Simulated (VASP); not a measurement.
Crystal: CdS (Hawleyite).

```
Cd S
1.0
     0.00000    2.91650    2.91650
     2.91650    0.00000    2.91650
     2.91650    2.91650    0.00000
Cd S
1 1
Cartesian
  0.0000 0.0000 0.0000
  4.3748 4.3748 4.3748
```

* Program: VASP 6.6.1
* Task: relaxation of cell and atoms
* Functional: LDA
* Potentials or basis: VASP PAW LDA potentials, release 64 (Cd, S)
* Cutoff: 600 eV
* k mesh: 8 × 8 × 8
* Occupations: fermi-dirac, width 0.05 eV
* Spin: no spin polarisation

At the start: pressure -2.0 GPa; volume 24.81 Å³/atom.

How do energy, volume and symmetry change on relaxing?

Over 3 steps the energy falls by 5.1 meV/atom and the volume is 24.02 Å³/atom (-3.2 %); space group F-43m (No. 216, to 0.05 Å).

Step by step:
| step | energy change (eV) | largest force (eV/Å) | pressure (GPa) | volume (Å³) |
| --- | --- | --- | --- | --- |
| 1 | 0.0000 | 0.0000 | -2.02 | 49.62 |
| 2 | -0.0083 | 0.0000 | 0.91 | 47.41 |
| 3 | -0.0102 | 0.0000 | -0.02 | 48.04 |

Final structure:
```cif
data_structure
_symmetry_space_group_name_H-M 'P 1'
_symmetry_Int_Tables_number 1
_cell_length_a 4.0806
_cell_length_b 4.0806
_cell_length_c 4.0806
_cell_angle_alpha 60.000
_cell_angle_beta 60.000
_cell_angle_gamma 60.000
_cell_volume 48.04
loop_
_atom_site_label
_atom_site_type_symbol
_atom_site_fract_x
_atom_site_fract_y
_atom_site_fract_z
_atom_site_occupancy
Cd1 Cd 0.00000 0.00000 0.00000 1
S1 S 0.75000 0.75000 0.75000 1
```
